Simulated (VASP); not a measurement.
# Mg (P6_3/mmc) in VASP: single point with PBE

Aim: the single point of Mg with PBE.

Program: VASP 6.6.1. These are calculated values, not measurements. Logs are shortened: lines on timing, memory, paths and dates and some standing lists are left out, and cuts for length are marked.

**1. The cell of the first run**

The structure is hexagonal, space group P6_3/mmc (No. 194). The conventional cell has a = 3.200 Å, b = 3.200 Å, c = 5.178 Å, α = 90.00°, β = 90.00°, γ = 120.00°. Within 4.2 Å of Mg (site symmetry -6m2) lie 12 Mg at 3.18 to 3.20 Å.

**2. Single point, PBE**

Input file INCAR:

```
  PREC = Accurate
  ENCUT = 520
  EDIFF = 1E-6
  ISMEAR = -1
  SIGMA = 0.05
  LREAL = F
  LASPH = T
  NELM = 80
  ALGO = Normal
  ISIF = 2
  LWAVE = F
  LCHARG = F
  GGA = PE
  NBANDS = 9
```

Input file KPOINTS:

```
Automatic mesh
0
Gamma
  12 12 7
```

Input file POSCAR:

```
Mg
1.0
    1.5999359954     -2.7711704328      0.0000000000
    1.5999359953      2.7711704328      0.0000000000
    0.0000000000      0.0000000000      5.1784189975
Mg
2
Direct
    0.6666666670      0.3333333330      0.2500000000
    0.3333333330      0.6666666670      0.7500000000
```

Potentials or basis: VASP PAW PBE potentials, release 64 (Mg).

Started as:

```
$ cat potpaw_PBE.64/Mg/POTCAR > POTCAR
$ mpirun -np 1 vasp_std > vasp.out
```

OUTCAR:

```text
PREC = Accurate
   ENCUT = 520
   EDIFF = 1E-6
   ISMEAR = -1
   LREAL = F
   LASPH = T
   NELM = 80
   ISIF = 2
   GGA = PE

 ion  position               nearest neighbor table
   1  0.667  0.333  0.250-   2 3.18   2 3.18   2 3.18   2 3.18   2 3.18   2 3.18
   2  0.333  0.667  0.750-   1 3.18   1 3.18   1 3.18   1 3.18   1 3.18   1 3.18

  LATTYP: Found a hexagonal cell.
 ALAT       =     3.1998719907
 C/A-ratio  =     1.6183206742

  Lattice vectors:

 A1 = (   1.5999359954,  -2.7711704328,   0.0000000000)
 A2 = (   1.5999359953,   2.7711704328,   0.0000000000)
 A3 = (   0.0000000000,   0.0000000000,   5.1784189975)

Analysis of symmetry for initial positions (statically):
=====================================================================
 Subroutine PRICEL returns:
 Original cell was already a primitive cell.

 Routine SETGRP: Setting up the symmetry group for a
 hexagonal supercell.

 Subroutine GETGRP returns: Found 24 space group operations
 (whereof 12 operations were pure point group operations)
 out of a pool of 24 trial point group operations.

The static configuration has the point symmetry D_3d.
 The point group associated with its full space group is D_6h.

Analysis of symmetry for dynamics (positions and initial velocities):
=====================================================================
 Subroutine PRICEL returns:
 Original cell was already a primitive cell.

 Routine SETGRP: Setting up the symmetry group for a
 hexagonal supercell.

 Subroutine GETGRP returns: Found 24 space group operations
 (whereof 12 operations were pure point group operations)
 out of a pool of 24 trial point group operations.

The dynamic configuration has the point symmetry D_3d.
 The point group associated with its full space group is D_6h.

 Subroutine INISYM returns: Found 24 space group operations
 (whereof 12 operations are pure point group operations),
 and found     1 'primitive' translations

----------------------------------------------------------------------------------------

                                     Primitive cell

  volume of cell :      45.9191

  direct lattice vectors                    reciprocal lattice vectors
     1.599935995 -2.771170433  0.000000000     0.312512501 -0.180429177  0.000000000
     1.599935995  2.771170433  0.000000000     0.312512501  0.180429177  0.000000000
     0.000000000  0.000000000  5.178418997     0.000000000  0.000000000  0.193109132

  length of vectors
[... 88 lines left out ...]
   ISIF   =      2    stress and relaxation
   ISYM   =      2    0-nonsym 1-usesym 2-fastsym
   POTIM  = 0.5000    time-step for ionic-motion
   TEBEG  =    0.0;   TEEND  =   0.0 temperature during run
   PSTRESS=    0.0 pullay stress
   NELECT =       4.0000    total number of electrons
   NUPDOWN=      -1.0000    fix difference up-down
   EMIN   =  10.00;   EMAX   =-10.00  energy-range for DOS
   EFERMI =   0.00;   METHOD = LEGACY
   ISMEAR =    -1;   SIGMA  =   0.05  broadening in eV -4-tet -1-fermi 0-gaus
   EFERMI_NEDOS =   21; number of points for ismear=-14 and -15
   IALGO  =     38    algorithm
   IMIX   =      4    mixing-type and parameters
     AMIX     =   0.40;   BMIX     =  1.00
     AMIX_MAG =   1.60;   BMIX_MAG =  1.00
  volume/ion in A,a.u.               =      22.96       154.94
  Fermi-wavevector in a.u.,A,eV,Ry     =   0.725711  1.371395  7.165600  0.526657
  Thomas-Fermi vector in A             =   1.816502
   LORBIT       =      0    0 simple, 1 ext, 2 COOP (PROOUT), +10 PAW based schemes
   GGA     = PE    functional components
   LHFCALC =     F    Hartree Fock is set to
   AEXX    =    0.0000 exact exchange contribution
   IVDW    =     0    specifies the selected vdW correction
   LEPSILON=     F    determine dielectric tensor
   LRPA    =     F    only Hartree local field effects (RPA)
 non-spin polarized calculation
  energy-cutoff  :      520.00
  volume of cell :       45.92
 maximum number of plane-waves:      1257
 NGX is ok and might be reduce to    24
   NGX = 11   NGY = 11   NGZ = 19

 number of electron       4.0000000 magnetization

 Free energy of the ion-electron system (eV)
  ---------------------------------------------------
  ext. energy  EPLUGINS =         0.00000000
  ---------------------------------------------------
  free energy    TOTEN  =        -3.01657195 eV

  energy without entropy =       -3.00935236  energy(sigma->0) =       -3.01296215

 E-fermi :   2.5747     XC(G=0):  -8.4908

 val. band max:        2.5746653187   @ k =   0.2500  -0.0000   0.0000
 cond. band min:       2.5880965753   @ k =   0.2500   0.0833   0.0000
 fundamental gap:      0.0134312566
 Fermi energy:         2.5747068046

 k-point     1 :       0.0000    0.0000    0.0000
  band No.  band energies     occupation
      1      -4.2983      2.00000
      2       0.9659      2.00000
      3       1.4213      2.00000
      4      13.5373      0.00000
      5      13.5373      0.00000
      6      13.6433      0.00000
      7      13.6433      0.00000
      8      14.4796      0.00000
      9      16.0208      0.00000
[... 265 lines left out ...]
 k-point    24 :       0.3333   -0.0000    0.1429
  band No.  band energies     occupation
      1      -2.0268      2.00000
      2       1.7887      2.00000
      3       4.0682      0.00000
      4       5.1466      0.00000
      5       7.8830      0.00000
      6      10.0297      0.00000
      7      10.2305      0.00000
      8      12.0196      0.00000
      9      13.3996      0.00000

 [... further k-points ...]

------------------------ aborting loop because EDIFF is reached ----------------------------------------

  FORCE on cell =-STRESS in cart. coord.  units (eV):
  Direction    XX          YY          ZZ          XY          YZ          ZX
  --------------------------------------------------------------------------------------
  -------------------------------------------------------------------------------------
  Total        0.0163283      0.0163283     -0.1872039     -0.0000000     -0.0000000      0.0000000
  in kB        0.5697167      0.5697167     -6.5317947     -0.0000000     -0.0000000      0.0000000
  external PRESSURE =      -1.7974538 kB  Pullay stress =       0.0000000 kB

 VOLUME and BASIS-vectors are now :
 -----------------------------------------------------------------------------
  energy-cutoff  :      520.00
  volume of cell :       45.92
      direct lattice vectors                 reciprocal lattice vectors
     1.599935995 -2.771170433  0.000000000     0.312512501 -0.180429177  0.000000000
     1.599935995  2.771170433  0.000000000     0.312512501  0.180429177  0.000000000
     0.000000000  0.000000000  5.178418997     0.000000000  0.000000000  0.193109132

 POSITION                                       TOTAL-FORCE (eV/Angst)
 -----------------------------------------------------------------------------------
      1.59994     -0.92372      1.29460        -0.000000      0.000000      0.000000
      1.59994      0.92372      3.88381         0.000000     -0.000000      0.000000
 -----------------------------------------------------------------------------------
    total drift:                                0.000000     -0.000000      0.000000

  FREE ENERGIE OF THE ION-ELECTRON SYSTEM (eV)
  ---------------------------------------------------
  free  energy   TOTEN  =        -3.0165719477 eV

  energy  without entropy=       -3.0093523586  energy(sigma->0) =       -3.01296215
```

stdout:

```text
POSCAR found type information on POSCAR Mg
 POSCAR found :  1 types and       2 ions
 scaLAPACK will be used
 LDA part: xc-table for (Slater+PW92), standard interpolation
 POSCAR, INCAR and KPOINTS ok, starting setup
 FFT: planning ... GRIDC
 FFT: planning ... GRID_SOFT
 FFT: planning ... GRID
 WAVECAR not read
 entering main loop
```

Run time: 12 s. Hardware: 1 thread of Oxide Virtual Turin-like, shared host; peak memory 0.14 GiB.

What came out:

- Free energy: -3.0166 eV
- Pressure: -0.2 GPa
- Band gap on the k mesh: zero (bands 2 and 3 overlap by 2.20 eV)
